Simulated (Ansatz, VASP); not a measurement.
**F in VASP and in Ansatz**

The input INCAR:

```
SYSTEM = F
PREC = Accurate ; ENCUT = 520
EDIFF = 1E-6 ; ISMEAR = 0
SIGMA = 0.05 ; LREAL = .FALSE.
LASPH = .TRUE. ; NELM = 80
ALGO = Normal ; ISIF = 2
LWAVE = .FALSE. ; LCHARG = .FALSE.
GGA = PS ; NBANDS = 22
```

The input KPOINTS:

```
regular mesh
0
G
  4 4 2
  0 0 0
```

File POSCAR:

```
F
1.0
    3.0414923524     -1.7480498951     -0.2345861287
    3.0414923524      1.7480498951     -0.2345861287
   -2.2869699080      0.0000000000      7.0004610119
F
4
Direct
    0.0848459664      0.0848459664      0.1059920108
    0.9151540336      0.9151540336      0.8940079892
    0.5015719855      0.5015719855      0.5937195244
    0.4984280145      0.4984280145      0.4062804756
```

Input for Ansatz:

```yaml
crystal:
  lattice:
    - [3.0414923524, -1.7480498951, -0.2345861287]
    - [3.0414923524, 1.7480498951, -0.2345861287]
    - [-2.286969908, 0.0, 7.0004610119]
  atoms:
    - { symbol: F, position: [0.0848459664, 0.0848459664, 0.1059920108] }
    - { symbol: F, position: [0.9151540336, 0.9151540336, 0.8940079892] }
    - { symbol: F, position: [0.5015719855, 0.5015719855, 0.5937195244] }
    - { symbol: F, position: [0.4984280145, 0.4984280145, 0.4062804756] }
basis:
  ecutwfc: 520.0
kpoints:
  mp_grid: { grid: [4, 4, 2] }
hamiltonian:
  xc: pbesol
scf:
  occupations: { method: gaussian, width: 0.05 }
output:
  forces: true
  stress: true
  eigenvalues: true
```

Alike in both runs: task single point; functional PBEsol; k mesh 4 × 4 × 2; occupations gaussian, width 0.05 eV; no spin polarisation.

|  | VASP | Ansatz |
| --- | --- | --- |
| version | VASP 6.6.1 | Ansatz 0.2.0 |
| potentials or method | VASP PAW PBE potentials, release 64 (F), cutoff 520 eV | scalar-relativistic, plane waves, PAW |
| valence electrons in the cell | 28 | 28 |

Ansatz gave:

| Item | Value |
| --- | --- |
| gap on the k mesh at the Fermi level (eV) | 2.11 |
| least direct gap on the mesh (eV) | 2.20 |
| pressure (GPa) | -1.9 |
| traceless stress, the component that is largest in VASP (GPa) | -3.95 |
| rms of the force components (eV/Å) | 1.159 |

Question: Which values does VASP return?

Answer: gap on the k mesh at the Fermi level (eV): 2.06; least direct gap on the mesh (eV): 2.16; pressure (GPa): -1.6; traceless stress, the component that is largest in VASP (GPa): -4.12; rms of the force components (eV/Å): 1.166.

VASP's potentials were made for PBE, not for PBEsol. Atom by atom the forces differ by 0.226 eV/Å (rms over components). With one functional, cell and mesh, what is left measures potentials, basis and numerics.

The k mesh is coarse, so the values compare programs but aren't converged.
